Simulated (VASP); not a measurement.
Here is a VASP 6.6.1 calculation.

File INCAR:

```
SYSTEM = CuSi16
PREC     = Accurate       ! precision mode
ENCUT    = 520            ! plane-wave cutoff, eV
EDIFF    = 1E-6           ! SCF threshold, eV
ISMEAR   = -1             ! smearing method
SIGMA    = 0.02           ! smearing width, eV
LREAL    = Auto         
LASPH    = .True.         ! aspherical terms in the spheres
NELM     = 80             ! most SCF steps
ALGO     = Normal         ! electronic algorithm
ISIF     = 2              ! what is computed and relaxed
LWAVE    = .False.        ! write WAVECAR
LCHARG   = .True.         ! write CHGCAR
GGA      = PE             ! functional
LELF     = .True.         ! ELF
LVHAR    = .True.       
NELECT   = 74.0         
NBANDS   = 52             ! bands
```

The input KPOINTS:

```
regular mesh
0
Gamma
  2 2 2
  0 0 0
```

The input POSCAR:

```
CuSi16
1.0
    0.0000000000      5.4300000000      5.4300000000
    5.4300000000      0.0000000000      5.4300000000
    5.4300000000      5.4300000000      0.0000000000
Si Cu
16 1
Direct
   -0.0153867403      0.0546316759     -0.0629189687
    0.1020257827      0.1107734807      0.1053222836
    0.0504788214     -0.0143462247      0.4587845304
    0.1648710866      0.1100460405      0.5887384899
   -0.0716206262      0.4822467772      0.0207182320
    0.0769429098      0.6406445672      0.0955064457
   -0.0269060773      0.5381767956      0.4709023941
    0.1310128913      0.5557090239      0.6607366483
    0.4578084715     -0.0053038674      0.0131307551
    0.6125690608      0.1330110497      0.1081123389
    0.5208655617      0.0453406998      0.4879373849
    0.6676335175      0.0819244936      0.6645211786
    0.4573941068      0.4935082873      0.0438397790
    0.5863996317      0.5783517495      0.2169705341
    0.4842081031      0.4648895028      0.6097513812
    0.6192081031      0.6648987109      0.6594659300
    0.8309484346      0.2636187845      0.6783149171
```

Potentials or basis: VASP PAW PBE potentials, release 64 (Si, Cu).

The run is started by

```console
$ cat potpaw_PBE.64/Si/POTCAR potpaw_PBE.64/Cu/POTCAR > POTCAR
$ mpirun -np 1 vasp_std > vasp.out
```

Problem. Predict the largest force.

Solution. 3.565 eV/Å.

Forces on the atoms (eV/Å):
```
Si  -1.153  1.440 -3.051
Si   1.439  0.107  0.961
Si  -0.162  1.359 -2.331
Si  -1.276  0.111  2.010
Si  -0.395  1.205  1.417
Si   0.341  0.181  0.622
Si  -0.702  0.952  1.020
Si   0.774 -1.735  0.722
Si  -0.795  2.816 -0.054
Si   0.049 -0.237 -0.947
Si  -1.147 -0.034  0.060
Si  -0.425 -0.612  0.203
Si   0.842 -0.577  0.979
Si   1.458 -2.022 -0.724
Si  -0.636 -0.611  1.322
Si   0.579 -0.319 -1.390
Cu   1.209 -2.022 -0.819
```

Caveat: the k points lie up to 0.50 Å⁻¹ apart; the cell carries a net charge on a neutralising background, which shifts energy and pressure; the atoms stand as in a frame of molecular dynamics.
